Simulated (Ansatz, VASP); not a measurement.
# Ge in VASP and in Ansatz

```xyz
2
Lattice="0.0000 3.1785 2.6496 3.1785 0.0000 2.6496 3.1785 3.1785 0.0000" Properties=species:S:1:pos:R:3 pbc="T T T"
Ge    3.1785    3.1785    2.6496
Ge    4.7678    4.7678    3.9744
```

Alike in both runs: task single point; functional PBE; k mesh 14 × 14 × 14; occupations gaussian, width 0.15 eV; no spin polarisation.

```csv
,VASP,Ansatz
version,VASP 6.6.1,Ansatz 0.2.0
potentials or method,"VASP PAW PBE potentials, release 64 (Ge_d), cutoff 520 eV","scalar-relativistic, plane waves, PAW"
valence electrons in the cell,28,28
```

|  | VASP | Ansatz | Ansatz less VASP |
| --- | --- | --- | --- |
| gap on the k mesh at the Fermi level (eV) | none | none | - |
| pressure (GPa) | -5.1 | -5.0 | +0.09 |
| traceless stress, the component that is largest in VASP (GPa) | 4.85 | 4.84 | -0.006 |

A gap of «none» marks a metal or a gap that the smearing closes.
